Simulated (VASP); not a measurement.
Runs of VASP 6.6.1 on SiC. The structure is that of space group F-43m (No. 216), or close to it. The cells are those of the table. 

```tsv
level	cell	k mesh	smearing	gap on the mesh (eV)	pressure (GPa)
r2SCAN	a = 3.080, b = 3.036, c = 3.036 Å, angles 61.0, 59.5, 59.5°, 2 atoms	10 × 10 × 10	gaussian 0.01 eV	(c)	6.9
PBE	a = 2.923 Å, angles 60.0°, 2 atoms	6 × 6 × 6	gaussian 0.01 eV	1.19	51.5
r2SCAN	a = 3.142, b = 3.142, c = 3.202 Å, angles 59.4, 59.4, 61.3°, 2 atoms	10 × 10 × 10	gaussian 0.01 eV	1.38	-15.3
PBE	a = 3.133, b = 3.080 Å, angles 60.6, 58.9, 60.6°, 2 atoms	10 × 10 × 10	fermi-dirac 0.02 eV	1.21	-3.7
r2SCAN	a = 3.080 Å, angles 60.0°, 2 atoms	10 × 10 × 10	gaussian 0.01 eV	(a)	-0.1
PBE	a = 3.080, b = 3.036, c = 3.036 Å, angles 61.0, 59.5, 59.5°, 2 atoms	6 × 6 × 6	gaussian 0.01 eV	1.01	10.5
PBE	a = 3.080 Å, angles 60.0°, 2 atoms	6 × 6 × 6	gaussian 0.01 eV	1.35	3.5
PBE	a = 3.080, b = 3.036, c = 3.036 Å, angles 61.0, 59.5, 59.5°, 2 atoms	10 × 10 × 10	fermi-dirac 0.02 eV	1.02	10.5
PBE	a = 2.923 Å, angles 60.0°, 2 atoms	10 × 10 × 10	fermi-dirac 0.02 eV	1.19	51.4
PBE	a = 3.142, b = 3.142, c = 3.202 Å, angles 59.4, 59.4, 61.3°, 2 atoms	10 × 10 × 10	fermi-dirac 0.02 eV	1.05	-11.7
r2SCAN	a = 3.133, b = 3.080 Å, angles 60.6, 58.9, 60.6°, 2 atoms	10 × 10 × 10	gaussian 0.01 eV	1.56	(b)
PBE	a = 3.133, b = 3.080 Å, angles 60.6, 58.9, 60.6°, 2 atoms	6 × 6 × 6	gaussian 0.01 eV	1.21	-3.7
```

Alike in all rows: task single point; potentials or basis VASP PAW PBE potentials, release 64 (Si, C); no spin polarisation; cutoff (eV) 520.

Task: Fill in the values left out.

Result: (a) 1.72; (b) -7.3; (c) 1.39.

Caveats: some runs use coarse meshes; the PAW data sets were made with another functional, which shifts forces and pressure a little (some runs).

A k mesh can miss the band edges.
